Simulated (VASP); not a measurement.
A run of VASP 6.6.1 is set up as follows.

INCAR

```
PREC     = Accurate       # precision mode
ENCUT    = 520            # plane-wave cutoff, eV
EDIFF    = 1E-7           # SCF threshold, eV
ISMEAR   = -1             # smearing method
SIGMA    = 0.1            # smearing width, eV
LREAL    = F              # projectors in reciprocal space
LASPH    = T              # aspherical terms in the spheres
NELM     = 80             # most SCF steps
ALGO     = Normal         # electronic algorithm
ISIF     = 2              # what is computed and relaxed
LWAVE    = F              # write WAVECAR
LCHARG   = F              # write CHGCAR
GGA      = PE             # functional
NBANDS   = 8              # bands
```

The input KPOINTS:

```
Automatic mesh
0
Gamma
  19 19 19
```

The input POSCAR:

```
Si
1.0
   -1.3911634114      1.3911634114      1.3911634114
    1.3911634114     -1.3911634114      1.3911634114
    1.3911634114      1.3911634114     -1.3911634114
Si
1
Direct
    0.0000000000      0.0000000000      0.0000000000
```

Potentials or basis: VASP PAW PBE potentials, release 64 (Si).

Run with:

```bash
$ cat potpaw_PBE.64/Si/POTCAR > POTCAR
$ mpirun -np 1 vasp_std > vasp.out
```

Q: Predict the band gap on the k mesh.

A: Zero (band 2 reaches 28.42 eV, above the bottom of band 3 at 10.25 eV).

Q: Predict the pressure.

A: 54.7 GPa.
